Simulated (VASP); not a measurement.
CoO, 4 atoms in the cell. It takes space group Pm-3m (No. 221, cubic). The conventional cell has a = 2.812 Å, b = 2.812 Å, c = 2.812 Å, α = 90.00°, β = 90.00°, γ = 90.00°. Within 3.2 Å of Co (site symmetry m-3m) lie 8 O at 2.44 Å and 6 Co at 2.81 Å. O (site symmetry m-3m) has 8 Co at 2.44 Å and 6 O at 2.81 Å within 3.2 Å. 

- Program: VASP 6.6.1
- Task: single point
- Functional: PBE
- Potentials or basis: VASP PAW PBE potentials, release 64 (Co_sv, O)
- Cutoff: 700 eV
- k mesh: 10 × 10 × 5
- Occupations: gaussian, width 0.02 eV
- Spin: collinear spin, antiferromagnetic start
- Starting moments: [3.0, -3.0, 0.0, 0.0] μB
- Hubbard terms: Co d U = 3.32 eV
- Dipole correction: no
- Further INCAR settings: ALGO = Normal; EDIFF = 1e-06; NBANDS = 35

Potentials or basis: VASP PAW PBE potentials, release 64 (Co_sv, O).

The run is started by

```sh
$ cat potpaw_PBE.64/Co_sv/POTCAR potpaw_PBE.64/O/POTCAR > POTCAR
$ mpirun -np 1 vasp_std > vasp.out
```

Hardware: 1 thread of Intel(R) Xeon(R) Platinum 8375C CPU @ 2.90GHz (Ice Lake) (shared host).

Task: Estimate the wall time of this run.

Result: Run time: 5.7 min on 1 thread of Intel(R) Xeon(R) Platinum 8375C CPU @ 2.90GHz (Ice Lake) (shared host), peak memory 0.34 GiB. Counts: scf iterations 18, k points 63.
